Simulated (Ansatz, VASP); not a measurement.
# Two plane-wave programs on CdS

```
Cd S
1.0
     0.00000    2.91650    2.91650
     2.91650    0.00000    2.91650
     2.91650    2.91650    0.00000
Cd S
1 1
Cartesian
  0.0000 0.0000 0.0000
  1.4583 1.4583 1.4583
```

Alike in both runs: task relaxation of cell and atoms; functional PBE; k mesh 8 × 8 × 8; occupations fermi-dirac, width 0.02 eV; no spin polarisation.

|  | VASP | Ansatz |
| --- | --- | --- |
| version | VASP 6.6.1 | Ansatz 0.2.0 |
| potentials or method | VASP PAW PBE potentials, release 64 (Cd, S), cutoff 600 eV | PAW plane waves |
| valence electrons in the cell | 18 | 26 |

Ansatz gave:

| Quantity | Value |
| --- | --- |
| gap on the k mesh at the Fermi level, each at its own relaxed structure (eV) | 1.04 |
| relaxed volume (Å³/atom) | 26.02 |
| relaxed cell length with the largest relative difference (Å) | 4.191 |

Task: Estimate VASP's values.

Result: gap on the k mesh at the Fermi level, each at its own relaxed structure (eV): 1.03; relaxed volume (Å³/atom): 26.15; relaxed cell length with the largest relative difference (Å): 4.197.

VASP's potentials hold 18 valence electrons a cell and Ansatz's 26, so a difference there can come from the potentials and not from the codes.
